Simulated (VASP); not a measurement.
Write the native input for VASP 6.6.1 that does the following.

| Quantity | Value |
| --- | --- |
| Task | single point |
| Functional | r2SCAN |
| Potentials or basis | VASP PAW PBE potentials, release 64 (Tl_d, Br) |
| Cutoff | 550 eV |
| k mesh | 4 × 4 × 4 |
| Occupations | gaussian, width 0.01 eV |
| Spin | no spin polarisation |
| Dipole correction | no |
| Further INCAR settings | ALGO = Normal; EDIFF = 1e-06; NBANDS = 17 |

The system is TlBr.

```
CELL_PARAMETERS angstrom
3.94619 0.00000 0.00000
0.00000 3.94619 0.00000
0.00000 0.00000 3.94619
ATOMIC_POSITIONS crystal
Tl 0.00000 0.00000 0.00000
Br 0.50000 0.50000 0.50000
```

One way to write it, as run:

POSCAR

```
TlBr
1.0
    3.9461933165      0.0000000000      0.0000000000
    0.0000000000      3.9461933165      0.0000000000
    0.0000000000      0.0000000000      3.9461933165
Tl Br
1 1
Direct
    0.0000000000      0.0000000000      0.0000000000
    0.5000000000      0.5000000000      0.5000000000
```

INCAR.step1

```
SYSTEM = TlBr
  PREC = Accurate
  ENCUT = 550
  ISMEAR = 0
  SIGMA = 0.01
  LREAL = .False.
  LASPH = .True.
  NELM = 120
  NBANDS = 17
  GGA = PE
  ALGO = Normal
  EDIFF = 1E-5
  LWAVE = .True.
  LCHARG = .False.
  GGA_COMPAT = .False.
```

INCAR.step2

```
SYSTEM = TlBr
  PREC = Accurate
  ENCUT = 550
  EDIFF = 1E-6
  ISMEAR = 0
  SIGMA = 0.01
  LREAL = .False.
  LASPH = .True.
  NELM = 120
  ALGO = Normal
  ISIF = 2
  LWAVE = .False.
  LCHARG = .True.
  METAGGA = R2SCAN
  LMIXTAU = .True.
  LELF = .True.
  LVHAR = .True.
  NBANDS = 17
  ISTART = 1
  GGA_COMPAT = .False.
```

KPOINTS

```
regular mesh
0
Gamma
  4 4 4
  0 0 0
```

Potentials or basis: VASP PAW PBE potentials, release 64 (Tl_d, Br).

Command:

```console
$ cat potpaw_PBE.64/Tl_d/POTCAR potpaw_PBE.64/Br/POTCAR > POTCAR
$ cp INCAR.step1 INCAR
$ mpirun -np 1 vasp_std > vasp.out
$ cp INCAR.step2 INCAR
$ mpirun -np 1 vasp_std > vasp.out
```

It gave:

- Pressure: 1.1 GPa
- Band gap on the k mesh: 2.23 eV

Caveat: the PAW data sets were made with another functional, which shifts forces and pressure a little; spin-orbit coupling is left out, which moves the levels of the heavy elements.

It took 48 s on 1 thread of Intel(R) Xeon(R) Platinum 8488C (Sapphire Rapids), with other jobs on the host, peak memory 0.17 GiB.
